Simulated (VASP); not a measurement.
# AgCl (I4/mmm) in VASP: notebook, part 2 of 2

VASP 6.6.1. The steps go on from the part before.

## 3. Single point, LDA (equal xx and yy strain of -1 %)

Contents of INCAR:

```
  ALGO = Normal
  EDIFF = 1E-7
  ENCUT = 520
  GGA = CA
  ISIF = 2
  ISMEAR = -1
  LASPH = True
  LCHARG = False
  LREAL = False
  LWAVE = False
  NBANDS = 16
  NELM = 100
  PREC = Accurate
  SIGMA = 0.02
```

Contents of KPOINTS:

```
k-points
0
Gamma
  8 8 8
```

Contents of POSCAR:

```
AgCl
1.0
    0.0000000000      2.7454185000      2.7731500000
    2.7454185000      0.0000000000      2.7731500000
    2.7454185000      2.7454185000      0.0000000000
Ag Cl
1 1
Direct
    0.5000000000      0.5000000000      0.5000000000
    0.0000000000      0.0000000000      0.0000000000
```

Potentials or basis: VASP PAW LDA potentials, release 64 (Ag, Cl).

Launch:

```sh
$ cat potpaw_LDA.64/Ag/POTCAR potpaw_LDA.64/Cl/POTCAR > POTCAR
$ mpirun -np 1 vasp_std > vasp.out
```

Wall time 15 s (1 thread of Intel Xeon 6975P-C (Granite Rapids), shared host); peak memory 0.16 GiB.

The run converged. Its results:

* Free energy: -6.7390 eV
* Pressure: -4.7 GPa
* Band gap on the k mesh: 0.61 eV, indirect (least direct gap 3.00 eV)

Stress tensor (GPa, compression positive):
```
-4.70  0.00  0.00
 0.00 -4.70  0.00
 0.00  0.00 -4.82
```

Levels at points of the mesh, in eV from the valence-band top:
```tsv
k point	band 7	band 8	band 9	band 10	band 11	band 12
(0.00, 0.00, 0.00)	-2.43	-2.43	-2.40	0.61	10.69	10.71
(0.50, 0.00, 0.00)	-1.91	-0.06	0.00	3.88	6.42	7.33
(0.50, 0.50, 0.00)	-2.11	-2.11	-2.02	2.06	7.83	8.35
(0.50, 0.00, 0.50)	-2.11	-2.11	-2.01	2.05	7.77	8.45
```

Caveat: the cell differs from its parent crystal (equal xx and yy strain of -1 %). A k mesh can miss the band edges.

## 4. Single point, LDA (zz strain of +1 %)

Contents of INCAR:

```
PREC = Accurate
ENCUT = 520
EDIFF = 1E-6
ISMEAR = -1
SIGMA = 0.02
LREAL = F
LASPH = T
NELM = 60
ALGO = Normal
ISIF = 2
LWAVE = F
LCHARG = T
GGA = CA
LELF = T
LVHAR = T
NBANDS = 16
```

Contents of KPOINTS:

```
regular mesh
0
Gamma
  8 8 8
```

Contents of POSCAR:

```
AgCl
1.0
    0.0000000000      2.7731500000      2.8008815000
    2.7731500000      0.0000000000      2.8008815000
    2.7731500000      2.7731500000      0.0000000000
Ag Cl
1 1
Direct
    0.5000000000      0.5000000000      0.5000000000
    0.0000000000      0.0000000000      0.0000000000
```

Launch:

```sh
$ cat potpaw_LDA.64/Ag/POTCAR potpaw_LDA.64/Cl/POTCAR > POTCAR
$ mpirun -np 1 vasp_std > vasp.out
```

It took 16 s on 1 thread of Intel Xeon 6975P-C (Granite Rapids), shared host; peak memory 0.17 GiB.

The run converged. Its results:

```yaml
Free_energy: -6.6969 eV
Pressure: -5.9 GPa
Band_gap_on_the_k_mesh: 0.61 eV, indirect (least direct gap 2.88 eV)
```

Levels at points of the mesh, in eV from the valence-band top:
```csv
k point,band 7,band 8,band 9,band 10,band 11,band 12
"(0.00, 0.00, 0.00)",-2.31,-2.31,-2.27,0.61,10.69,10.72
"(0.50, 0.00, 0.00)",-1.82,-0.06,0.00,3.96,6.26,7.39
"(0.50, 0.50, 0.00)",-2.02,-2.02,-1.95,2.11,7.87,8.25
"(0.50, 0.00, 0.50)",-2.02,-2.02,-1.95,2.10,7.81,8.35
```

Caveat: the cell differs from its parent crystal (zz strain of +1 %). A k mesh can miss the band edges.

## 5. Single point, LDA (zz strain of +2 %)

Contents of INCAR:

```
SYSTEM = AgCl
PREC = Accurate
ENCUT = 520
EDIFF = 1E-7
ISMEAR = -1
SIGMA = 0.02
LREAL = .FALSE.
LASPH = .TRUE.
NELM = 80
ALGO = Normal
ISIF = 2
LWAVE = .FALSE.
LCHARG = .TRUE.
GGA = CA
LELF = .TRUE.
LVHAR = .TRUE.
NBANDS = 16
```

Contents of KPOINTS:

```
Automatic mesh
0
G
  8 8 8
  0 0 0
```

Contents of POSCAR:

```
AgCl
1.0
    0.0000000000      2.7731500000      2.8286130000
    2.7731500000      0.0000000000      2.8286130000
    2.7731500000      2.7731500000      0.0000000000
Ag Cl
1 1
Direct
    0.5000000000      0.5000000000      0.5000000000
    0.0000000000      0.0000000000      0.0000000000
```

Potentials or basis: VASP PAW LDA potentials, release 64 (Ag, Cl).

Launch:

```sh
$ cat potpaw_LDA.64/Ag/POTCAR potpaw_LDA.64/Cl/POTCAR > POTCAR
$ mpirun -np 1 vasp_std > vasp.out
```

OUTCAR:

```text
SYSTEM = AgCl
   PREC = Accurate
   ENCUT = 520
   EDIFF = 1E-7
   ISMEAR = -1
   LREAL = .FALSE.
   LASPH = .TRUE.
   NELM = 80
   ISIF = 2
   GGA = CA

 ion  position               nearest neighbor table
   1  0.500  0.500  0.500-   2 2.77   2 2.77   2 2.77   2 2.77   2 2.83   2 2.83
   2  0.000  0.000  0.000-   1 2.77   1 2.77   1 2.77   1 2.77   1 2.83   1 2.83

  LATTYP: Found a body centered tetragonal cell.
 ALAT       =     3.9218263405
 C/A-ratio  =     1.4424978336

  Lattice vectors:

 A1 = (  -2.7731500000,   0.0000000000,   2.8286130000)
 A2 = (   2.7731500000,   0.0000000000,   2.8286130000)
 A3 = (   0.0000000000,   2.7731500000,  -2.8286130000)

Analysis of symmetry for initial positions (statically):
=====================================================================
 Subroutine PRICEL returns:
 Original cell was already a primitive cell.

 Routine SETGRP: Setting up the symmetry group for a
 body centered tetragonal supercell.

 Subroutine GETGRP returns: Found 16 space group operations
 (whereof 16 operations were pure point group operations)
 out of a pool of 16 trial point group operations.
[... 162 lines left out ...]

 E-fermi :   3.6990     XC(G=0): -10.3401

 val. band max:        3.3871146654   @ k =   0.5000   0.0000   0.0000
 cond. band min:       3.9750967544   @ k =   0.0000   0.0000   0.0000
 fundamental gap:      0.5879820890
 Fermi energy:         3.6989555245

 k-point     1 :       0.0000    0.0000    0.0000
  band No.  band energies     occupation
      1     -11.5903      2.00000
      2       0.8513      2.00000
      3       0.8998      2.00000
      4       0.8998      2.00000
      5       0.9172      2.00000
      6       0.9230      2.00000
[... 433 lines left out ...]
      3      -0.5493      2.00000
      4      -0.3633      2.00000
      5       1.0486      2.00000
      6       1.2152      2.00000
[... 8 lines left out ...]
     15      16.9914      0.00000
     16      17.1334      0.00000

 [... further k-points ...]

------------------------ aborting loop because EDIFF is reached ----------------------------------------

  FORCE on cell =-STRESS in cart. coord.  units (eV):
  Direction    XX          YY          ZZ          XY          YZ          ZX
  --------------------------------------------------------------------------------------
  -------------------------------------------------------------------------------------
  Total       -1.6986576     -1.6986576     -1.7033368      0.0000000      0.0000000      0.0000000
  in kB      -62.5555974    -62.5555974    -62.7279145      0.0000000      0.0000000      0.0000000
  external PRESSURE =     -62.6130364 kB  Pullay stress =       0.0000000 kB

 VOLUME and BASIS-vectors are now :
 -----------------------------------------------------------------------------
  energy-cutoff  :      520.00
  volume of cell :       43.51
      direct lattice vectors                 reciprocal lattice vectors
     0.000000000  2.773150000  2.828613000    -0.180300380  0.180300380  0.176765079
     2.773150000  0.000000000  2.828613000     0.180300380 -0.180300380  0.176765079
     2.773150000  2.773150000  0.000000000     0.180300380  0.180300380 -0.176765079

 POSITION                                       TOTAL-FORCE (eV/Angst)
 -----------------------------------------------------------------------------------
      2.77315      2.77315      2.82861         0.000000      0.000000      0.000000
      0.00000      0.00000      0.00000         0.000000      0.000000      0.000000
 -----------------------------------------------------------------------------------
    total drift:                                0.000000      0.000000      0.000000

  FREE ENERGIE OF THE ION-ELECTRON SYSTEM (eV)
  ---------------------------------------------------
  free  energy   TOTEN  =        -6.6807464838 eV

  energy  without entropy=       -6.6807464813  energy(sigma->0) =       -6.68074648
```

OSZICAR:

```text
N       E                     dE             d eps       ncg     rms          rms(c)
DAV:   1     0.884451252194E+02    0.88445E+02   -0.83795E+03  1888   0.100E+03
DAV:   2    -0.397961340808E+01   -0.92425E+02   -0.84972E+02  2360   0.214E+02
DAV:   3    -0.683357237435E+01   -0.28540E+01   -0.28468E+01  2456   0.383E+01
DAV:   4    -0.684741109828E+01   -0.13839E-01   -0.13838E-01  2328   0.305E+00
DAV:   5    -0.684756876507E+01   -0.15767E-03   -0.15766E-03  2464   0.326E-01    0.602E+00
DAV:   6    -0.669035542219E+01    0.15721E+00   -0.24631E-01  2496   0.665E+00    0.400E+00
DAV:   7    -0.668372344874E+01    0.66320E-02   -0.61959E-02  2336   0.166E+00    0.189E+00
DAV:   8    -0.668084505702E+01    0.28784E-02   -0.44141E-03  2184   0.591E-01    0.241E-01
DAV:   9    -0.668073620991E+01    0.10885E-03   -0.24167E-04  2520   0.237E-01    0.473E-02
DAV:  10    -0.668074653751E+01   -0.10328E-04   -0.32241E-05  2184   0.470E-02    0.162E-02
DAV:  11    -0.668074648380E+01    0.53706E-07   -0.29590E-07  2568   0.569E-03
   1 F= -.66807465E+01 E0= -.66807465E+01  d E =-.250656E-08
```

stdout:

```text
POSCAR found type information on POSCAR AgCl
 POSCAR found :  2 types and       2 ions
 scaLAPACK will be used
 LDA part: xc-table for (Slater(with rela. corr.)+CA(PZ))
 , standard interpolation
 POSCAR, INCAR and KPOINTS ok, starting setup
 FFT: planning ... GRIDC
 FFT: planning ... GRID_SOFT
 FFT: planning ... GRID
 WAVECAR not read
 entering main loop
```

Wall time 15 s (1 thread of Intel Xeon 6975P-C (Granite Rapids), shared host); peak memory 0.17 GiB.

What came out:

```yaml
Free_energy: -6.6807 eV
Pressure: -6.3 GPa
Band_gap_on_the_k_mesh: 0.59 eV, indirect (least direct gap 2.83 eV)
```

Caveat: the cell differs from its parent crystal (zz strain of +2 %). A k mesh can miss the band edges.

## 6. Single point, LDA (equal xx and yy strain of -2 %)

Contents of INCAR:

```
  ALGO = Normal
  EDIFF = 1E-6
  ENCUT = 520
  ISIF = 2
  ISMEAR = -1
  LASPH = T
  LCHARG = T
  LELF = T
  LREAL = F
  LVHAR = T
  LWAVE = F
  NBANDS = 16
  NELM = 60
  PREC = Accurate
  SIGMA = 0.02
```

Contents of KPOINTS:

```
k-points
0
Gamma
  8 8 8
```

Contents of POSCAR:

```
AgCl
1.0
    0.0000000000      2.7176870000      2.7731500000
    2.7176870000      0.0000000000      2.7731500000
    2.7176870000      2.7176870000      0.0000000000
Ag Cl
1 1
Direct
    0.5000000000      0.5000000000      0.5000000000
    0.0000000000      0.0000000000      0.0000000000
```

Potentials or basis: VASP PAW LDA potentials, release 64 (Ag, Cl).

Launch:

```sh
$ cat potpaw_LDA.64/Ag/POTCAR potpaw_LDA.64/Cl/POTCAR > POTCAR
$ mpirun -np 1 vasp_std > vasp.out
```

Wall time 57 s (1 thread of Intel Xeon 8259CL, shared host); peak memory 0.17 GiB.

It converged, with:

```yaml
Free_energy: -6.7607 eV
Pressure: -3.8 GPa
Band_gap_on_the_k_mesh: 0.58 eV, indirect (least direct gap 3.07 eV)
```

Stress tensor (GPa, compression positive):
```
-3.65  0.00  0.00
 0.00 -3.65  0.00
 0.00  0.00 -4.02
```

Levels at points of the mesh, in eV from the valence-band top:
```csv
k point,band 5,band 6,band 7,band 8,band 9,band 10,band 11,band 12,band 13,band 14
"(0.00, 0.00, 0.00)",-2.73,-2.72,-2.56,-2.56,-2.49,0.58,10.63,10.68,10.68,11.92
"(0.50, 0.00, 0.00)",-2.35,-2.34,-2.00,-0.13,0.00,3.79,6.50,7.21,7.41,13.37
"(0.50, 0.50, 0.00)",-3.16,-2.53,-2.21,-2.21,-2.10,2.01,7.82,8.32,11.47,11.47
"(0.50, 0.00, 0.50)",-3.13,-2.50,-2.22,-2.20,-2.09,1.98,7.69,8.52,11.15,11.48
```

Caveat: the cell differs from its parent crystal (equal xx and yy strain of -2 %). A k mesh can miss the band edges.

## 7. The runs side by side

| cell | gap on the mesh (eV) | pressure (GPa) |
| --- | --- | --- |
| a = 3.883, b = 3.883, c = 3.922 Å, angles 59.7, 59.7, 60.7°, 2 atoms | 0.58 | -4.7 |
| a = 3.902, b = 3.902, c = 3.883 Å, angles 60.2, 60.2, 59.7°, 2 atoms | 0.61 | -4.7 |
| a = 3.941, b = 3.941, c = 3.922 Å, angles 60.2, 60.2, 59.7°, 2 atoms | 0.61 | -5.9 |
| a = 3.961, b = 3.961, c = 3.922 Å, angles 60.3, 60.3, 59.3°, 2 atoms | 0.59 | -6.3 |
| a = 3.883, b = 3.883, c = 3.843 Å, angles 60.3, 60.3, 59.3°, 2 atoms | 0.58 | -3.8 |

Alike in all rows: task single point; level LDA; potentials or basis VASP PAW LDA potentials, release 64 (Ag, Cl); no spin polarisation; k mesh 8 × 8 × 8; cutoff (eV) 520; smearing fermi-dirac 0.02 eV.

Absolute energies hang on the potentials; compare differences alone.
